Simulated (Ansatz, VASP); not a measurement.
## Cu: VASP beside Ansatz

Contents of INCAR:

```
SYSTEM = Cu
PREC = Accurate
ENCUT = 520
EDIFF = 1E-7
ISMEAR = -1
SIGMA = 0.1
LREAL = .FALSE.
LASPH = .TRUE.
NELM = 60
ALGO = Normal
ISIF = 2
LWAVE = .FALSE.
LCHARG = .FALSE.
GGA = B5
ALDAX = 1.0
AGGAX = 1.0
AGGAC = 1.0
ALDAC = 0.0
NBANDS = 24
```

The input KPOINTS:

```
Automatic mesh
0
G
  10 10 14
  0 0 0
```

POSCAR

```
Cu
1.0
    4.3731510432      0.0000000000      0.0000000000
   -2.1865755216      3.7872598980      0.0000000000
    0.0000000000      0.0000000000      2.6256087982
Cu
3
Direct
    1.0000000000      1.0000000000      0.0000000000
    0.3333333333      0.6666666667      0.5000000000
    0.6666666667      0.3333333333      0.5000000000
```

Input for Ansatz:

```yaml
crystal:
  lattice:
    - [4.3731510432, 0.0, 0.0]
    - [-2.1865755216, 3.787259898, 0.0]
    - [0.0, 0.0, 2.6256087982]
  atoms:
    - { symbol: Cu, position: [1.0, 1.0, 0.0] }
    - { symbol: Cu, position: [0.3333333333, 0.6666666667, 0.5] }
    - { symbol: Cu, position: [0.6666666667, 0.3333333333, 0.5] }
hamiltonian:
  xc: blyp
  pseudopotentials:
    kind: paw
    azcp:
      Cu: "pseudopotentials/Cu.paw.azcp"
basis:
  ecutwfc: 420
  fft_grid_basis: typed
kpoints:
  mp_grid: { grid: [10, 10, 14], shift: [0, 0, 0] }
magnetization:
  spin_polarized: false
scf:
  occupations: { method: fermi_dirac, width: 0.1 }
  lower_state_search: "off"
output:
  stress: true
```

Alike in both runs: task single point; functional BLYP; k mesh 10 × 10 × 14; occupations fermi-dirac, width 0.1 eV; no spin polarisation.

|  | VASP | Ansatz |
| --- | --- | --- |
| version | VASP 6.6.1 | Ansatz 0.2.0 |
| potentials or method | VASP PAW PBE potentials, release 64 (Cu), cutoff 520 eV | plane waves (420 eV) with PAW, scalar-relativistic |
| valence electrons in the cell | 33 | 57 |

VASP gave:

- pressure (GPa): -8.8

Task: What did Ansatz give for the same quantities?

Result: Pressure (GPa): -9.3.

VASP's potentials were made for PBE, not for BLYP. VASP's potentials hold 33 valence electrons a cell and Ansatz's 57, so a difference there can come from the potentials and not from the codes.
